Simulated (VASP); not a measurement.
# MoPt in VASP: a series of runs

MoPt is run at these levels: LDA, PBEsol; tasks: single point.

Program: VASP 6.6.1. These are calculated values, not measurements. Logs are shortened: lines on timing, memory, paths and dates and some standing lists are left out, and cuts for length are marked.

**1. The cell of the first run**

The cell holds a sheet with vacuum, 2 atoms: a = 3.551 Å, b = 3.551 Å, c = 23.800 Å, α = 90.00°, β = 90.00°, γ = 90.00°.

**2. Single point, LDA**

Contents of INCAR:

```
PREC = Accurate
ENCUT = 520
EDIFF = 1E-6
ISMEAR = -1
SIGMA = 0.05
LREAL = F
LASPH = T
NELM = 100
ALGO = Normal
ISIF = 2
LWAVE = F
LCHARG = F
LDIPOL = T
IDIPOL = 3
DIPOL = 0.5 0.5 0.294
GGA = CA
NBANDS = 19
```

Contents of KPOINTS:

```
regular mesh
0
Gamma
  8 8 1
```

Contents of POSCAR:

```
MoPt
1.0
    3.5513000000      0.0000000000      0.0000000000
    0.0000000000      3.5513000000      0.0000000000
    0.0000000000      0.0000000000     23.8000000000
Mo Pt
1 1
Direct
    0.5000000000      0.5000000000      0.2941200000
    0.0000000000      0.0000000000      0.2941200000
```

Potentials or basis: VASP PAW LDA potentials, release 64 (Mo_sv, Pt).

Command:

```bash
$ cat potpaw_LDA.64/Mo_sv/POTCAR potpaw_LDA.64/Pt/POTCAR > POTCAR
$ mpirun -np 1 vasp_std > vasp.out
```

OUTCAR:

```text
PREC = Accurate
   ENCUT = 520
   EDIFF = 1E-6
   ISMEAR = -1
   LREAL = F
   LASPH = T
   NELM = 100
   ISIF = 2
   GGA = CA

 ion  position               nearest neighbor table
   1  0.500  0.500  0.294-   2 2.51   2 2.51   2 2.51   2 2.51
   2  0.000  0.000  0.294-   1 2.51   1 2.51   1 2.51   1 2.51

  LATTYP: Found a simple tetragonal cell.
 ALAT       =     3.5513000000
 C/A-ratio  =     6.7017711824

  Lattice vectors:

 A1 = (   3.5513000000,   0.0000000000,   0.0000000000)
 A2 = (   0.0000000000,   3.5513000000,   0.0000000000)
 A3 = (   0.0000000000,   0.0000000000,  23.8000000000)

Analysis of symmetry for initial positions (statically):
=====================================================================
 Subroutine PRICEL returns:
 Original cell was already a primitive cell.

 Routine SETGRP: Setting up the symmetry group for a
 simple tetragonal supercell.

 Subroutine GETGRP returns: Found 16 space group operations
 (whereof  8 operations were pure point group operations)
 out of a pool of 16 trial point group operations.

The static configuration has the point symmetry C_4v.
 The point group associated with its full space group is D_4h.

Analysis of symmetry for dynamics (positions and initial velocities):
=====================================================================
 Subroutine PRICEL returns:
 Original cell was already a primitive cell.

 Routine SETGRP: Setting up the symmetry group for a
 simple tetragonal supercell.

 Subroutine GETGRP returns: Found 16 space group operations
 (whereof  8 operations were pure point group operations)
 out of a pool of 16 trial point group operations.

The dynamic configuration has the point symmetry C_4v.
 The point group associated with its full space group is D_4h.

 Subroutine INISYM returns: Found 16 space group operations
 (whereof  8 operations are pure point group operations),
 and found     1 'primitive' translations

----------------------------------------------------------------------------------------

                                     Primitive cell

  volume of cell :     300.1592

  direct lattice vectors                    reciprocal lattice vectors
     3.551300000  0.000000000  0.000000000     0.281587024  0.000000000  0.000000000
     0.000000000  3.551300000  0.000000000     0.000000000  0.281587024  0.000000000
     0.000000000  0.000000000 23.800000000     0.000000000  0.000000000  0.042016807

  length of vectors
     3.551300000  3.551300000 23.800000000     0.281587024  0.281587024  0.042016807

  position of ions in fractional coordinates (direct lattice)
     0.500000000  0.500000000  0.294120000
     0.000000000  0.000000000  0.294120000

  ion indices of the primitive-cell ions
   primitive index   ion index
                 1           1
                 2           2

----------------------------------------------------------------------------------------

 KPOINTS: regular mesh

Automatic generation of k-mesh.
 Grid dimensions read from file:
 generate k-points for:    8    8    1

 Generating k-lattice:

  Cartesian coordinates                     Fractional coordinates (reciprocal lattice)
     0.035198378  0.000000000  0.000000000     0.125000000  0.000000000  0.000000000
     0.000000000  0.035198378  0.000000000     0.000000000  0.125000000  0.000000000
     0.000000000  0.000000000  0.042016807     0.000000000  0.000000000  1.000000000

  Length of vectors
     0.035198378  0.035198378  0.042016807

  Shift w.r.t. Gamma in fractional coordinates (k-lattice)
     0.000000000  0.000000000  0.000000000

 Subroutine IBZKPT returns following result:
 ===========================================

 Found     15 irreducible k-points:

 Following reciprocal coordinates:
            Coordinates               Weight
  0.000000  0.000000  0.000000      1.000000
  0.125000  0.000000  0.000000      4.000000
  0.250000  0.000000  0.000000      4.000000
  0.375000  0.000000  0.000000      4.000000
  0.500000  0.000000  0.000000      2.000000
  0.125000  0.125000  0.000000      4.000000
  0.250000  0.125000  0.000000      8.000000
  0.375000  0.125000  0.000000      8.000000
  0.500000  0.125000  0.000000      4.000000
  0.250000  0.250000  0.000000      4.000000
  0.375000  0.250000  0.000000      8.000000
  0.500000  0.250000  0.000000      4.000000
  0.375000  0.375000  0.000000      4.000000
  0.500000  0.375000  0.000000      4.000000
  0.500000  0.500000  0.000000      1.000000
   k-points           NKPTS =     15   k-points in BZ     NKDIM =     15   number of bands    NBANDS=     19
   number of dos      NEDOS =    301   number of ions     NIONS =      2
   total plane-waves  NPLWV = 141120
   dimension x,y,z NGX =    28 NGY =   28 NGZ =  180
   dimension x,y,z NGXF=    56 NGYF=   56 NGZF=  360
   ions per type =               1   1
   NGX,Y,Z   is equivalent  to a cutoff of  13.11, 13.11, 12.57 a.u.
   NGXF,Y,Z  is equivalent  to a cutoff of  26.22, 26.22, 25.15 a.u.
 SYSTEM =  unknown system
   PREC   = accura    normal or accurate (medium, high low for compatibility)
   ISTART =      0    job   : 0-new  1-cont  2-samecut
   ICHARG =      2    charge: 1-file 2-atom 10-const
   ISPIN  =      1    spin polarized calculation?
   LNONCOLLINEAR =      F non collinear calculations
   LSORBIT =      F    spin-orbit coupling
   LASPH  =      T    aspherical Exc in radial PAW
   ENCUT  =  520.0 eV  38.22 Ry    6.18 a.u.   6.60  6.60 44.25*2*pi/ulx,y,z
   NELM   =    100;   NELMIN=  2; NELMDL= -5     # of ELM steps
   EDIFF  = 0.1E-05   stopping-criterion for ELM
   LREAL  =      F    real-space projection
   EDIFFG = 0.1E-04   stopping-criterion for IOM
   NSW    =      0    number of steps for IOM
   IBRION =     -1    ionic relax: 0-MD 1-quasi-New 2-CG
   NFREE  =      0    steps in history (QN), initial steepest desc. (CG)
   ISIF   =      2    stress and relaxation
   ISYM   =      2    0-nonsym 1-usesym 2-fastsym
   POTIM  = 0.5000    time-step for ionic-motion
   TEBEG  =    0.0;   TEEND  =   0.0 temperature during run
   PSTRESS=    0.0 pullay stress
   NELECT =      24.0000    total number of electrons
   NUPDOWN=      -1.0000    fix difference up-down
   EMIN   =  10.00;   EMAX   =-10.00  energy-range for DOS
   EFERMI =   0.00;   METHOD = LEGACY
   ISMEAR =    -1;   SIGMA  =   0.05  broadening in eV -4-tet -1-fermi 0-gaus
   EFERMI_NEDOS =   21; number of points for ismear=-14 and -15
   IALGO  =     38    algorithm
   IMIX   =      4    mixing-type and parameters
     AMIX     =   0.40;   BMIX     =  1.00
     AMIX_MAG =   1.60;   BMIX_MAG =  1.00
  volume/ion in A,a.u.               =     150.08      1012.79
  Fermi-wavevector in a.u.,A,eV,Ry     =   0.705280  1.332785  6.767802  0.497419
  Thomas-Fermi vector in A             =   1.790748
   LORBIT       =      0    0 simple, 1 ext, 2 COOP (PROOUT), +10 PAW based schemes
   GGA     = CA    functional components
   LHFCALC =     F    Hartree Fock is set to
   AEXX    =    0.0000 exact exchange contribution
   IVDW    =     0    specifies the selected vdW correction
   LEPSILON=     F    determine dielectric tensor
   LRPA    =     F    only Hartree local field effects (RPA)
 non-spin polarized calculation
  energy-cutoff  :      520.00
  volume of cell :      300.16
 maximum number of plane-waves:      8125
 NGX is ok and might be reduce to    28
   NGX = 13   NGY = 13   NGZ = 89

 dipolmoment           0.000000      0.000000     -0.000032 electrons x Angstroem

 number of electron      24.0000004 magnetization

 dipolmoment           0.000000      0.000000      0.000001 electrons x Angstroem

 Free energy of the ion-electron system (eV)
  ---------------------------------------------------
  ext. energy  EPLUGINS =         0.00000000
  ---------------------------------------------------
  free energy    TOTEN  =       -15.13979187 eV

  energy without entropy =      -15.09167819  energy(sigma->0) =      -15.11573503

 E-fermi :  -3.5177     XC(G=0):  -2.2167

 val. band max:       -3.5405307376   @ k =   0.5000   0.0000   0.0000
 cond. band min:      -3.4991591025   @ k =   0.5000   0.2500   0.0000
 fundamental gap:      0.0413716352
 Fermi energy:        -3.5177418152

 k-point     1 :       0.0000    0.0000    0.0000
  band No.  band energies     occupation
      1     -64.5551      2.00000
      2     -38.8123      2.00000
      3     -38.8123      2.00000
      4     -38.7752      2.00000
      5     -10.3973      2.00000
      6      -9.9700      2.00000
[... 11 lines left out ...]
     18       1.8647      0.00000
     19       2.0218      0.00000

 k-point     2 :       0.1250    0.0000    0.0000
  band No.  band energies     occupation
      1     -64.5538      2.00000
      2     -38.8283      2.00000
      3     -38.8173      2.00000
      4     -38.7746      2.00000
      5     -10.0974      2.00000
      6      -9.7476      2.00000
[... 11 lines left out ...]
     18       2.0785      0.00000
     19       2.2028      0.00000

 k-point     3 :       0.2500    0.0000    0.0000
  band No.  band energies     occupation
      1     -64.5507      2.00000
      2     -38.8666      2.00000
      3     -38.8295      2.00000
      4     -38.7733      2.00000
      5      -9.2964      2.00000
      6      -9.0681      2.00000
[... 11 lines left out ...]
     18       2.1700      0.00000
     19       2.6958      0.00000

 k-point     4 :       0.3750    0.0000    0.0000
  band No.  band energies     occupation
      1     -64.5475      2.00000
      2     -38.9046      2.00000
      3     -38.8416      2.00000
      4     -38.7719      2.00000
      5      -8.4790      2.00000
      6      -7.8201      2.00000
[... 11 lines left out ...]
     18       3.0304      0.00000
     19       3.6436      0.00000

 k-point     5 :       0.5000    0.0000    0.0000
  band No.  band energies     occupation
      1     -64.5462      2.00000
      2     -38.9203      2.00000
      3     -38.8466      2.00000
      4     -38.7714      2.00000
      5      -8.0810      2.00000
      6      -7.1789      2.00000
[... 11 lines left out ...]
     18       2.2603      0.00000
     19       4.1089      0.00000

 k-point     6 :       0.1250    0.1250    0.0000
  band No.  band energies     occupation
      1     -64.5527      2.00000
      2     -38.8416      2.00000
      3     -38.8213      2.00000
      4     -38.7740      2.00000
      5      -9.9468      2.00000
      6      -9.5291      2.00000
[... 11 lines left out ...]
     18       2.2821      0.00000
     19       2.3873      0.00000

 k-point     7 :       0.2500    0.1250    0.0000
  band No.  band energies     occupation
      1     -64.5501      2.00000
      2     -38.8716      2.00000
      3     -38.8329      2.00000
      4     -38.7725      2.00000
      5      -9.4479      2.00000
      6      -8.9108      2.00000
[... 11 lines left out ...]
     18       2.3398      0.00000
     19       2.8825      0.00000

 k-point     8 :       0.3750    0.1250    0.0000
  band No.  band energies     occupation
      1     -64.5476      2.00000
      2     -38.9010      2.00000
      3     -38.8450      2.00000
      4     -38.7709      2.00000
      5      -8.6355      2.00000
      6      -8.0760      2.00000
[... 11 lines left out ...]
     18       3.1987      0.00000
     19       3.7548      0.00000

 k-point     9 :       0.5000    0.1250    0.0000
  band No.  band energies     occupation
      1     -64.5465      2.00000
      2     -38.9130      2.00000
      3     -38.8501      2.00000
      4     -38.7703      2.00000
      5      -7.9944      2.00000
      6      -7.6385      2.00000
[... 11 lines left out ...]
     18       2.3133      0.00000
     19       4.2822      0.00000

 k-point    10 :       0.2500    0.2500    0.0000
  band No.  band energies     occupation
      1     -64.5489      2.00000
      2     -38.8826      2.00000
      3     -38.8424      2.00000
      4     -38.7705      2.00000
      5      -9.3855      2.00000
      6      -8.3193      2.00000
[... 11 lines left out ...]
     18       2.8402      0.00000
     19       3.4466      0.00000

 k-point    11 :       0.3750    0.2500    0.0000
  band No.  band energies     occupation
      1     -64.5476      2.00000
      2     -38.8920      2.00000
      3     -38.8534      2.00000
      4     -38.7685      2.00000
      5      -8.9315      2.00000
      6      -7.6075      2.00000
[... 11 lines left out ...]
     18       3.6980      0.00000
     19       3.9279      0.00000

 k-point    12 :       0.5000    0.2500    0.0000
  band No.  band energies     occupation
      1     -64.5471      2.00000
      2     -38.8954      2.00000
      3     -38.8585      2.00000
      4     -38.7677      2.00000
      5      -8.2375      2.00000
      6      -8.0635      2.00000
[... 11 lines left out ...]
     18       2.4274      0.00000
     19       4.8024      0.00000

 k-point    13 :       0.3750    0.3750    0.0000
  band No.  band energies     occupation
      1     -64.5476      2.00000
      2     -38.8825      2.00000
      3     -38.8624      2.00000
      4     -38.7661      2.00000
      5      -8.9239      2.00000
      6      -7.8798      2.00000
[... 11 lines left out ...]
     18       3.6871      0.00000
     19       4.2285      0.00000

 k-point    14 :       0.5000    0.3750    0.0000
  band No.  band energies     occupation
      1     -64.5476      2.00000
      2     -38.8777      2.00000
      3     -38.8669      2.00000
      4     -38.7651      2.00000
      5      -8.6552      2.00000
      6      -8.4505      2.00000
[... 11 lines left out ...]
     18       2.8507      0.00000
     19       4.3921      0.00000

 k-point    15 :       0.5000    0.5000    0.0000
  band No.  band energies     occupation
      1     -64.5479      2.00000
      2     -38.8704      2.00000
      3     -38.8704      2.00000
      4     -38.7641      2.00000
      5      -8.8030      2.00000
      6      -8.6230      2.00000
[... 11 lines left out ...]
     18       3.2344      0.00000
     19       4.0245      0.00000

------------------------ aborting loop because EDIFF is reached ----------------------------------------

 vacuum level on the upper side and lower side of the slab       (xc-potential included)        -0.007        -0.007

  FORCE on cell =-STRESS in cart. coord.  units (eV):
  Direction    XX          YY          ZZ          XY          YZ          ZX
  --------------------------------------------------------------------------------------
  -------------------------------------------------------------------------------------
  Total       -3.5546626     -3.5546626     -0.0205418      0.0000000      0.0000000      0.0000000
  in kB      -18.9739295    -18.9739295     -0.1096470      0.0000000      0.0000000      0.0000000
  external PRESSURE =     -12.6858353 kB  Pullay stress =       0.0000000 kB

 VOLUME and BASIS-vectors are now :
 -----------------------------------------------------------------------------
  energy-cutoff  :      520.00
  volume of cell :      300.16
      direct lattice vectors                 reciprocal lattice vectors
     3.551300000  0.000000000  0.000000000     0.281587024  0.000000000  0.000000000
     0.000000000  3.551300000  0.000000000     0.000000000  0.281587024  0.000000000
     0.000000000  0.000000000 23.800000000     0.000000000  0.000000000  0.042016807

 POSITION                                       TOTAL-FORCE (eV/Angst)
 -----------------------------------------------------------------------------------
      1.77565      1.77565      7.00006        -0.000000      0.000000      0.000000
      0.00000      0.00000      7.00006         0.000000      0.000000     -0.000000
 -----------------------------------------------------------------------------------
    total drift:                                0.000000      0.000000      0.000051

  FREE ENERGIE OF THE ION-ELECTRON SYSTEM (eV)
  ---------------------------------------------------
  free  energy   TOTEN  =       -15.1397918651 eV

  energy  without entropy=      -15.0916781856  energy(sigma->0) =      -15.11573503

 vacuum level on the upper side and lower side of the slab         1.835         1.835
```

It took 3.6 min on 1 thread of Intel Xeon 8259CL, shared host; peak memory 0.34 GiB.

What came out:

- Free energy: -15.1398 eV
- Band gap on the k mesh: zero (bands 12 and 13 overlap by 1.99 eV)

Levels at points of the mesh, in eV from the Fermi level:
```tsv
k point	band 7	band 8	band 9	band 10	band 11	band 12	band 13	band 14	band 15	band 16
(0.00, 0.00, 0.00)	-6.04	-3.44	-3.44	-3.03	0.42	0.58	1.04	1.04	2.15	4.58
(0.50, 0.00, 0.00)	-3.54	-2.89	-2.80	-2.65	-1.61	-1.56	-1.20	-0.27	-0.02	1.46
(0.50, 0.50, 0.00)	-4.46	-4.46	-2.71	-1.94	0.30	0.78	1.27	1.27	1.69	1.69
```

Caveat: spin-orbit coupling is left out, which moves the levels of the heavy elements.

[end of part 1 of 2]

The gap in the log of VASP goes by the Fermi energy; the results here count the filled bands.